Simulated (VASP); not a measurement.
A run of VASP 6.6.1 is set up as follows.

The input INCAR:

```
SYSTEM = PbSe
PREC = Accurate
ENCUT = 520
EDIFF = 1E-6
ISMEAR = 0
SIGMA = 0.03
LREAL = .False.
LASPH = .True.
NELM = 60
ALGO = Normal
ISIF = 2
LWAVE = .False.
LCHARG = .False.
GGA = PE
NBANDS = 17
```

The input KPOINTS:

```
Automatic mesh
0
Gamma
  10 10 10
  0 0 0
```

File POSCAR:

```
PbSe
1.0
    0.0000000000      3.0127518457      3.1633894380
    3.0127518457      0.0000000000      3.1633894380
    3.0127518457      3.0127518457      0.0000000000
Pb Se
1 1
Direct
    0.0000000000      0.0000000000      0.0000000000
    0.5000000000      0.5000000000      0.5000000000
```

Potentials or basis: VASP PAW PBE potentials, release 64 (Pb_d, Se).

The run is started by

```bash
$ cat potpaw_PBE.64/Pb_d/POTCAR potpaw_PBE.64/Se/POTCAR > POTCAR
$ mpirun -np 1 vasp_std > vasp.out
```

Task: Estimate the pressure.

Result: 2.7 GPa.

Task: What does it give for the band gap on the k mesh?

Result: 0.23 eV, direct.

Stress tensor (GPa, compression positive):
```
 4.59  0.00  0.00
 0.00  4.59  0.00
 0.00  0.00 -1.13
```

Caveat: spin-orbit coupling is left out, which moves the levels of the heavy elements. A k mesh can miss the band edges.
